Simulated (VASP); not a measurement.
LaAu2, 6 atoms in the cell. Symmetry: Imma, No. 74, orthorhombic system. The conventional cell has a = 4.746 Å, b = 7.436 Å, c = 8.305 Å, α = 90.00°, β = 90.00°, γ = 90.00°. Au (site symmetry m) has 4 Au at 2.76 to 3.46 Å and 6 La at 3.30 to 3.39 Å within 3.6 Å. La (site symmetry mm2) has 12 Au at 3.30 to 3.39 Å and 2 La at 3.73 Å within 4.3 Å. 

| Quantity | Value |
| --- | --- |
| Program | VASP 6.6.1 |
| Task | single point |
| Functional | PBEsol |
| Potentials or basis | VASP PAW PBE potentials, release 64 (Au, La) |
| Cutoff | 500 eV |
| k mesh | 4 × 4 × 4 |
| Occupations | gaussian, width 0.1 eV |
| Spin | no spin polarisation |
| Dipole correction | no |
| Further INCAR settings | ALGO = Normal; EDIFF = 1e-06; NBANDS = 42 |

Potentials or basis: VASP PAW PBE potentials, release 64 (Au, La).

Command:

```console
$ cat potpaw_PBE.64/Au/POTCAR potpaw_PBE.64/La/POTCAR > POTCAR
$ mpirun -np 1 vasp_std > vasp.out
```

Hardware: 1 thread of Intel Xeon 8259CL, with other jobs on the host.

Question: Estimate the wall time of this run.

Answer: Run time: 7.5 min on 1 thread of Intel Xeon 8259CL (shared host), peak memory 0.38 GiB. Counts: scf iterations 17, k points 18.
